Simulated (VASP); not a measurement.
Input of a VASP 6.6.1 run:

Contents of INCAR:

```
PREC = Accurate
ENCUT = 520
EDIFF = 1E-6
ISMEAR = -1
SIGMA = 0.1
LREAL = F
LASPH = T
NELM = 100
ALGO = Normal
ISIF = 2
LWAVE = F
LCHARG = F
GGA = PS
NBANDS = 10
```

KPOINTS

```
Automatic mesh
0
Gamma
  9 9 9
```

File POSCAR:

```
K
1.0
    3.2605331784      0.0000000000      0.0000000000
    0.0000000000      3.2605331784      0.0000000000
    0.0000000000      0.0000000000      3.2605331784
K
1
Direct
    0.0000000000      0.0000000000      0.0000000000
```

Potentials or basis: VASP PAW PBE potentials, release 64 (K_sv).

Command:

```bash
$ cat potpaw_PBE.64/K_sv/POTCAR > POTCAR
$ mpirun -np 1 vasp_std > vasp.out
```

(1) Estimate the pressure.

## Answers

(1) 8.8 GPa.

Caveat: the PAW data sets were made with another functional, which shifts forces and pressure a little.
